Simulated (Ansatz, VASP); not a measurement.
**Two plane-wave programs on NiNF3**

```xyz
5
Lattice="3.9288 0.0000 0.0000 0.0000 3.9288 0.0000 0.0000 0.0000 3.9288" Properties=species:S:1:pos:R:3 pbc="T T T"
Ni    1.9644    1.9644    1.9644
N     0.0000    0.0000    0.0000
F     0.0000    1.9644    1.9644
F     1.9644    1.9644    0.0000
F     1.9644    0.0000    1.9644
```

Alike in both runs: task single point; functional PBE; k mesh 6 × 6 × 6; collinear spin; Hubbard terms Ni d U = 4.0 eV.

|  | VASP | Ansatz |
| --- | --- | --- |
| version | VASP 6.6.1 | Ansatz 0.2.0 |
| potentials or method | VASP PAW PBE potentials, release 64 (Ni, N, F), cutoff 520 eV | plane waves, PAW |
| occupations | methfessel-paxton of order 1, width 0.1 eV | cold |
| valence electrons in the cell | 36 | 44 |

```tsv
	VASP	Ansatz	Ansatz less VASP
gap on the k mesh at the Fermi level (eV)	none	none	-
pressure (GPa)	-3.1	-0.9	+2.23
net moment per atom (μB)	0.40	0.18	-0.227
size of the moment on the site where the two differ most (μB)	0.00	2.35	+2.353
```

The net moments are unlike, so the other rows may belong to different states. Site moments also hang on the region over which each program counts them. The programs project onto different local orbitals, so the same U acts differently, and such runs can settle in different states. A gap of «none» marks a metal or a gap that the smearing closes. VASP's potentials hold 36 valence electrons a cell and Ansatz's 44, so a difference there can come from the potentials and not from the codes. Ansatz's warnings: filled band counts differ across k points, stability check not made.
